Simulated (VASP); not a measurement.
Runs of VASP 6.6.1 on In. Symmetry: C2/m, No. 12, monoclinic system. Conventional cell: a = 4.608 Å, b = 4.731 Å, c = 3.371 Å, α = 90.00°, β = 131.51°, γ = 90.00°. In (site symmetry 2/m) has 12 In at 3.30 to 3.47 Å within 4.3 Å. 

| smearing | gap on the mesh (eV) | pressure (GPa) |
| --- | --- | --- |
| gaussian 0.1 eV | none | 0.0 |
| fermi-dirac 1 eV | none | 3.3 |
| gaussian 0.6 eV | none | (a) |
| gaussian 0.03 eV | none | 0.0 |
| gaussian 0.2 eV | none | 0.0 |
| gaussian 0.3 eV | none | 0.0 |
| gaussian 0.01 eV | none | -0.1 |

Alike in all rows: task single point; level PBE; potentials or basis VASP PAW PBE potentials, release 64 (In_d); no spin polarisation; cell as given; k mesh 11 × 11 × 14; cutoff (eV) 520.

Q: Fill in the values left out.

A: (a) 0.2.

Caveats: spin-orbit coupling is left out, which moves the levels of the heavy elements; so wide a smearing shifts energies and pressures (at least some runs); the cell stands under pressure (at least some runs).

A k mesh can miss the band edges, and the runs leave out spin-orbit coupling on In.

A gap of «none» marks levels without a gap at the run's occupations.
